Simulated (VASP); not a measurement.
# Sb in VASP: further runs, part 2 of 2

VASP 6.6.1.

## Step 3: Single point, PBEsol

This run uses another cell than the first one, of 25.34 Å³/atom, 1.082 times its volume.

File INCAR:

```
SYSTEM = Sb
ALGO     = Normal         ! electronic algorithm
EDIFF    = 1E-6           ! SCF threshold, eV
ENCUT    = 520            ! plane-wave cutoff, eV
GGA      = PS             ! functional
ISIF     = 2              ! what is computed and relaxed
ISMEAR   = -1             ! smearing method
LASPH    = .True.         ! aspherical terms in the spheres
LCHARG   = .False.        ! write CHGCAR
LREAL    = .False.        ! projectors in reciprocal space
LWAVE    = .False.        ! write WAVECAR
NBANDS   = 18             ! bands
NELM     = 60             ! most SCF steps
PREC     = Accurate       ! precision mode
SIGMA    = 0.05           ! smearing width, eV
```

File KPOINTS:

```
k-points
0
Gamma
  7 7 7
  0 0 0
```

File POSCAR:

```
Sb
1.0
   -2.9373978714      2.9373978714      2.9373227791
    2.9373978714     -2.9373978714      2.9373227791
    2.9373978714      2.9373978714     -2.9373227791
Sb
4
Direct
    0.7499828563      0.2499828563      0.9999657126
    0.2499828563      0.2500171437      0.5000000000
    0.2500171437      0.7500171437      0.0000342874
    0.7500171437      0.7499828563      0.5000000000
```

Potentials or basis: VASP PAW PBE potentials, release 64 (Sb).

The run is started by

```console
$ cat potpaw_PBE.64/Sb/POTCAR > POTCAR
$ mpirun -np 1 vasp_std > vasp.out
```

OUTCAR:

```text
SYSTEM = Sb
   EDIFF = 1E-6
   ENCUT = 520
   GGA = PS
   ISIF = 2
   ISMEAR = -1
   LASPH = .True.
   LREAL = .False.
   NELM = 60
   PREC = Accurate

 ion  position               nearest neighbor table
   1  0.750  0.250  1.000-   3 2.94   3 2.94   4 2.94   2 2.94   4 2.94   2 2.94
   2  0.250  0.250  0.500-   4 2.94   4 2.94   1 2.94   3 2.94   3 2.94   1 2.94
   3  0.250  0.750  0.000-   1 2.94   1 2.94   4 2.94   2 2.94   4 2.94   2 2.94
   4  0.750  0.750  0.500-   2 2.94   2 2.94   1 2.94   1 2.94   3 2.94   3 2.94

  LATTYP: Found a body centered tetragonal cell.
 ALAT       =     5.8747957428
 C/A-ratio  =     0.9999744358

  Lattice vectors:

 A1 = (  -2.9373978714,   2.9373978714,   2.9373227791)
 A2 = (   2.9373978714,  -2.9373978714,   2.9373227791)
 A3 = (   2.9373978714,   2.9373978714,  -2.9373227791)

Analysis of symmetry for initial positions (statically):
=====================================================================
 Subroutine PRICEL returns:
 Original cell was already a primitive cell.

 Routine SETGRP: Setting up the symmetry group for a
 body centered tetragonal supercell.

 Subroutine GETGRP returns: Found 16 space group operations
 (whereof  8 operations were pure point group operations)
[... 167 lines left out ...]

  energy without entropy =      -17.73636971  energy(sigma->0) =      -17.74615160

 E-fermi :   9.1985     XC(G=0): -10.4554

 val. band max:        9.1675891540   @ k =   0.4286   0.1429   0.0000
 cond. band min:       9.2292488269   @ k =   0.4286   0.0000   0.0000
 fundamental gap:      0.0616596729
 Fermi energy:         9.1985441377

 k-point     1 :       0.0000    0.0000    0.0000
  band No.  band energies     occupation
      1      -4.5830      2.00000
      2       1.8383      2.00000
      3       1.8388      2.00000
      4       1.8388      2.00000
      5       4.8764      2.00000
      6       4.8764      2.00000
[... 481 lines left out ...]
      5       3.4428      2.00000
      6       4.9171      2.00000
[... 10 lines left out ...]
     17      15.2161      0.00000
     18      15.3345      0.00000

 [... further k-points ...]
[... 5 lines left out ...]
  --------------------------------------------------------------------------------------
  -------------------------------------------------------------------------------------
  Total        6.5480701      6.5480701      6.5504643      0.0000000     -0.0000000     -0.0000000
  in kB      103.4872123    103.4872123    103.5250510      0.0000000     -0.0000000     -0.0000000
  external PRESSURE =     103.4998252 kB  Pullay stress =       0.0000000 kB

 VOLUME and BASIS-vectors are now :
 -----------------------------------------------------------------------------
  energy-cutoff  :      520.00
  volume of cell :      101.38
      direct lattice vectors                 reciprocal lattice vectors
    -2.937397871  2.937397871  2.937322779     0.000000000  0.170218684  0.170223036
     2.937397871 -2.937397871  2.937322779     0.170218684  0.000000000  0.170223036
     2.937397871  2.937397871 -2.937322779     0.170218684  0.170218684  0.000000000

 POSITION                                       TOTAL-FORCE (eV/Angst)
 -----------------------------------------------------------------------------------
      1.46860      4.40600      0.00000         0.000050      0.000050     -0.000000
      1.46880      1.46860      0.00000        -0.000050      0.000050      0.000000
      1.46880     -1.46860      2.93732        -0.000050     -0.000050      0.000000
      1.46860      1.46880      2.93732         0.000050     -0.000050      0.000000
 -----------------------------------------------------------------------------------
    total drift:                               -0.000000      0.000000     -0.000000

  FREE ENERGIE OF THE ION-ELECTRON SYSTEM (eV)
  ---------------------------------------------------
  free  energy   TOTEN  =       -17.7559334864 eV

  energy  without entropy=      -17.7363697079  energy(sigma->0) =      -17.74615160
```

OSZICAR:

```text
N       E                     dE             d eps       ncg     rms          rms(c)
DAV:   1     0.889374415460E+02    0.88937E+02   -0.68524E+03  1440   0.892E+02
DAV:   2    -0.121540865489E+02   -0.10109E+03   -0.97952E+02  1892   0.153E+02
DAV:   3    -0.177238810570E+02   -0.55698E+01   -0.53963E+01  1738   0.397E+01
DAV:   4    -0.177855907087E+02   -0.61710E-01   -0.61593E-01  1830   0.464E+00
DAV:   5    -0.177862319274E+02   -0.64122E-03   -0.64119E-03  1728   0.551E-01    0.505E+00
DAV:   6    -0.177671501380E+02    0.19082E-01   -0.21575E-03  1736   0.269E-01    0.307E+00
DAV:   7    -0.177559098223E+02    0.11240E-01   -0.44900E-03  1638   0.389E-01    0.653E-02
DAV:   8    -0.177559310942E+02   -0.21272E-04   -0.11287E-04  1748   0.588E-02    0.241E-02
DAV:   9    -0.177559329372E+02   -0.18430E-05   -0.12167E-05  1740   0.193E-02    0.355E-03
DAV:  10    -0.177559334864E+02   -0.54918E-06   -0.19158E-06  1358   0.671E-03
   1 F= -.17755933E+02 E0= -.17746152E+02  d E =-.195638E-01
```

Run time: 67 s. Hardware: 1 thread of Intel Xeon 6975P-C, shared host; peak memory 0.26 GiB.

Results:

- Free energy: -17.7559 eV
- Pressure: 10.3 GPa
- Band gap on the k mesh: zero (band 10 reaches 10.51 eV, above the bottom of band 11 at 8.50 eV)

Caveat: the PAW data sets were made with another functional, which shifts forces and pressure a little; spin-orbit coupling is left out, which moves the levels of the heavy elements.
